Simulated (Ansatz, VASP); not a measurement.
## AlInAsP3 in VASP and in Ansatz

```
Al In P As
1.0
     5.17374    0.00000    0.00000
    -2.58687    4.48059    0.00000
     0.00000    0.00000    5.24108
Al In P As
1 1 3 1
Direct
  0.33333 0.66667 0.00000
  0.00000 0.00000 0.00000
  0.61558 0.80779 0.50000
  0.19221 0.80779 0.50000
  0.19221 0.38442 0.50000
  0.66667 0.33333 0.00000
```

Change from the starting cell: species swapped into the LaAlCuNi3 type (P-6m2, No. 187).

Alike in both runs: functional PBE; k mesh 6 × 6 × 4; occupations gaussian, width 0.1 eV; no spin polarisation.

Ansatz relaxed the structure, and its values are those at the end. VASP's run is a single point on that final structure, the one shown.

```csv
,VASP,Ansatz
version,VASP 6.6.1,Ansatz 0.2.0
potentials or method,"VASP PAW PBE potentials, release 64 (Al, In_d, P, As), cutoff 500 eV","scalar-relativistic, plane waves, PAW"
valence electrons in the cell,36,46
```

```csv
,VASP,Ansatz,Ansatz less VASP
gap on the k mesh at the Fermi level (eV),none,none,-
pressure (GPa),-0.1,0.0,+0.15
rms of the force components (eV/Å),0.052,0.012,-0.0399
```

A gap of «none» marks a metal or a gap that the smearing closes. VASP's potentials hold 36 valence electrons a cell and Ansatz's 46, so a difference there can come from the potentials and not from the codes.
